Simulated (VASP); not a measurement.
CaZrN:

```
Ca Zr N
1.0
     2.71853    0.00000    0.00000
     0.00000    2.71853    0.00000
     0.00000    0.00000    7.90478
Ca Zr N
1 1 1
Direct
  0.50000 0.50000 0.00000
  0.50000 0.50000 0.50000
  0.00000 0.00000 0.50000
```

- Program: VASP 6.6.1
- Task: relaxation of cell and atoms
- Functional: PBE
- Potentials or basis: VASP PAW PBE potentials, release 64 (Ca_sv, Zr_sv, N)
- Cutoff: 600 eV
- k mesh: 6 × 6 × 2
- Occupations: gaussian, width 0.1 eV
- Spin: no spin polarisation

At the start: pressure 59.4 GPa; volume 19.47 Å³/atom.

Task: Where does the relaxation end?

Result: Over 9 steps the energy falls by 1375.1 meV/atom and the volume is 24.26 Å³/atom (+24.6 %); space group P4/mmm (No. 123, to 0.05 Å).

The path:
| step | energy change (eV) | largest force (eV/Å) | pressure (GPa) | volume (Å³) |
| --- | --- | --- | --- | --- |
| 1 | 0.0000 | 0.0000 | 59.39 | 58.42 |
| 2 | 2.5715 | 0.0000 | -15.59 | 134.57 |
| 3 | -3.8805 | 0.0000 | -7.43 | 83.22 |
| 4 | -4.0531 | 0.0000 | -3.93 | 79.61 |
| 5 | -4.0920 | 0.0000 | -0.37 | 76.83 |
| 6 | -4.0924 | 0.0000 | -0.93 | 77.22 |
| 7 | -4.1064 | 0.0000 | -0.77 | 76.08 |
| 8 | -4.1239 | 0.0000 | -0.31 | 73.67 |
| 9 | -4.1253 | 0.0000 | -0.11 | 72.78 |

Final structure:
```cif
data_structure
_symmetry_space_group_name_H-M 'P 1'
_symmetry_Int_Tables_number 1
_cell_length_a 3.1333
_cell_length_b 3.1333
_cell_length_c 7.4134
_cell_angle_alpha 90.000
_cell_angle_beta 90.000
_cell_angle_gamma 90.000
_cell_volume 72.78
loop_
_atom_site_label
_atom_site_type_symbol
_atom_site_fract_x
_atom_site_fract_y
_atom_site_fract_z
_atom_site_occupancy
Ca1 Ca 0.50000 0.50000 0.00000 1
Zr1 Zr 0.50000 0.50000 0.50000 1
N1 N 0.00000 0.00000 0.50000 1
```

Caveat: the k points lie up to 0.42 Å⁻¹ apart in the final cell; the volume moved by over 15 % at a fixed basis, so the end points are rough.
